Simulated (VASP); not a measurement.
Write the native input for VASP 6.6.1 that does the following.

| Quantity | Value |
| --- | --- |
| Task | single point |
| Functional | PBE |
| Potentials or basis | VASP PAW PBE potentials, release 64 (Bi_d, S) |
| Cutoff | 520 eV |
| k mesh | 4 × 4 × 4 |
| Occupations | gaussian, width 0.1 eV |
| Spin | no spin polarisation |
| Dipole correction | no |
| Further INCAR settings | ALGO = Normal; EDIFF = 1e-07; NBANDS = 28 |

The structure of BiS4 lies in POSCAR:

```
BiS4
1.0
    4.6323008312      0.0000000000      0.0000000000
    0.0000000000      4.6323008312      0.0000000000
    0.0000000000      0.0000000000      4.6323008312
Bi S
1 4
Direct
    0.0000000000      0.0000000000      0.0000000000
    0.5000000000      0.5000000000      0.5000000000
    0.0000000000      0.5000000000      0.5000000000
    0.5000000000      0.0000000000      0.5000000000
    0.5000000000      0.5000000000      0.0000000000
```

The cell was generated, and may not be a known phase.

The input as run:

INCAR

```
ALGO = Normal
EDIFF = 1E-7
ENCUT = 520
GGA = PE
ISIF = 2
ISMEAR = 0
LASPH = True
LCHARG = False
LREAL = False
LWAVE = False
NBANDS = 28
NELM = 60
PREC = Accurate
SIGMA = 0.1
```

KPOINTS

```
k-points
0
Gamma
  4 4 4
```

Potentials or basis: VASP PAW PBE potentials, release 64 (Bi_d, S).

Run with:

```console
$ cat potpaw_PBE.64/Bi_d/POTCAR potpaw_PBE.64/S/POTCAR > POTCAR
$ mpirun -np 1 vasp_std > vasp.out
```

Results of the run:

The pressure is -0.2 GPa and the band gap on the k mesh is zero (an odd number of electrons rules out a gap without spin polarisation).

Caveat: spin-orbit coupling is left out, which moves the levels of the heavy elements.

Run time: 33 s on 1 thread of Intel Xeon 8259CL (shared host), peak memory 0.2 GiB.
